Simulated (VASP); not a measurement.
Write the native input for VASP 6.6.1 that does the following.

```
Task                   : single point
Functional             : PBE
Potentials or basis    : VASP PAW PBE potentials, release 64 (Mg_sv, Tl_d, Ga_d, C, N)
Cutoff                 : 840 eV
k mesh                 : 6 × 6 × 6
Occupations            : gaussian, width 0.1 eV
Spin                   : no spin polarisation
Dipole correction      : no
Further INCAR settings : LREAL = Auto; ALGO = Normal; EDIFF = 1e-06; NBANDS = 66
```

The structure of MgTl2GaC6N6 lies in POSCAR:

```
MgTl2GaC6N6
1.0
    0.0000000000      5.5034197083      5.5034197083
    5.5034197083      0.0000000000      5.5034197083
    5.5034197083      5.5034197083      0.0000000000
Mg Tl Ga C N
1 2 1 6 6
Direct
    0.0000000000      0.0000000000      0.0000000000
    0.2500000000      0.2500000000      0.2500000000
    0.7500000000      0.7500000000      0.7500000000
    0.5000000000      0.5000000000      0.5000000000
    0.7915663100      0.2084336900      0.2084336900
    0.2084336900      0.7915663100      0.2084336900
    0.2084336900      0.2084336900      0.7915663100
    0.2084336900      0.7915663100      0.7915663100
    0.7915663100      0.2084336900      0.7915663100
    0.7915663100      0.7915663100      0.2084336900
    0.6851679095      0.3148320905      0.3148320905
    0.3148320905      0.6851679095      0.3148320905
    0.3148320905      0.3148320905      0.6851679095
    0.3148320905      0.6851679095      0.6851679095
    0.6851679095      0.3148320905      0.6851679095
    0.6851679095      0.6851679095      0.3148320905
```

These files were run (other wordings do the same):

INCAR

```
ALGO     = Normal         # electronic algorithm
EDIFF    = 1E-6           # SCF threshold, eV
ENCUT    = 840            # plane-wave cutoff, eV
GGA      = PE             # functional
GGA_COMPAT= False        
ISIF     = 2              # what is computed and relaxed
ISMEAR   = 0              # smearing method
LASPH    = True           # aspherical terms in the spheres
LCHARG   = False          # write CHGCAR
LREAL    = Auto         
LWAVE    = False          # write WAVECAR
NBANDS   = 66             # bands
NELM     = 120            # most SCF steps
PREC     = Accurate       # precision mode
SIGMA    = 0.1            # smearing width, eV
```

KPOINTS

```
k-points
0
Gamma
  6 6 6
```

Potentials or basis: VASP PAW PBE potentials, release 64 (Mg_sv, Tl_d, Ga_d, C, N).

Launch:

```sh
$ cat potpaw_PBE.64/Mg_sv/POTCAR potpaw_PBE.64/Tl_d/POTCAR potpaw_PBE.64/Ga_d/POTCAR potpaw_PBE.64/C/POTCAR potpaw_PBE.64/N/POTCAR > POTCAR
$ mpirun -np 1 vasp_std > vasp.out
```

Results of the run:

```yaml
Pressure: 0.4 GPa
Largest_force: 0.364 eV/Å
Band_gap_on_the_k_mesh: zero (an odd number of electrons rules out a gap without spin polarisation)
```

Caveat: spin-orbit coupling is left out, which moves the levels of the heavy elements; an odd number of electrons without spin polarisation forces a metal; a magnetic or distorted state may lie lower.

Wall time 21 min on 1 thread of Intel(R) Xeon(R) Platinum 8488C (Sapphire Rapids), on a shared host, peak memory 1.3 GiB.
